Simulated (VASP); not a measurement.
The system is LiH.

```
CELL_PARAMETERS angstrom
2.56445 0.00000 0.00000
0.00000 2.56445 0.00000
0.00000 0.00000 2.56445
ATOMIC_POSITIONS crystal
Li 0.00000 0.00000 0.00000
H 0.50000 0.50000 0.50000
```

This cell differs from its parent crystal: strain +2.5%.

Base run:

* Program: VASP 6.6.1
* Functional: PBE
* Potentials or basis: VASP PAW PBE potentials, release 64 (Li_sv, H)
* Cutoff: 520 eV
* k mesh: 10 × 10 × 10
* Occupations: fermi-dirac, width 0.02 eV
* Spin: no spin polarisation

Its results: band gap on the k mesh 0.75 eV, indirect (least direct gap 4.16 eV).

Task: The run is repeated on the same cell with these changes: functional from PBE to r2SCAN; occupations from fermi-dirac, width 0.02 eV to gaussian, width 0.01 eV. What comes out?

Result: Band gap on the k mesh 1.31 eV, indirect (least direct gap 4.82 eV).

A k mesh can miss the band edges.
